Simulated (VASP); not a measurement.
Input of a VASP 6.6.1 run:

File INCAR:

```
PREC = Accurate
ENCUT = 520
EDIFF = 1E-7
ISMEAR = -1
SIGMA = 0.1
LREAL = F
LASPH = T
NELM = 80
ALGO = Normal
ISIF = 2
LWAVE = F
LCHARG = T
GGA = B5
ALDAX = 1.0
AGGAX = 1.0
AGGAC = 1.0
ALDAC = 0.0
LELF = T
LVHAR = T
NBANDS = 18
```

Contents of KPOINTS:

```
regular mesh
0
Gamma
  13 13 13
```

File POSCAR:

```
La
1.0
    0.0000000000      3.4401279378      3.4401279378
    3.4401279378      0.0000000000      3.4401279378
    3.4401279378      3.4401279378      0.0000000000
La
2
Direct
    0.1250000000      0.1250000000      0.1250000000
    0.8750000000      0.8750000000      0.8750000000
```

Potentials or basis: VASP PAW PBE potentials, release 64 (La).

The run is started by

```bash
$ cat potpaw_PBE.64/La/POTCAR > POTCAR
$ mpirun -np 1 vasp_std > vasp.out
```

(1) Predict the band gap on the k mesh.

(2) What does it give for the pressure?

## Answers

(1) zero (bands 11 and 12 overlap by 0.35 eV).

(2) 0.0 GPa.

Caveat: the PAW data sets were made with another functional, which shifts forces and pressure a little; spin-orbit coupling is left out, which moves the levels of the heavy elements.
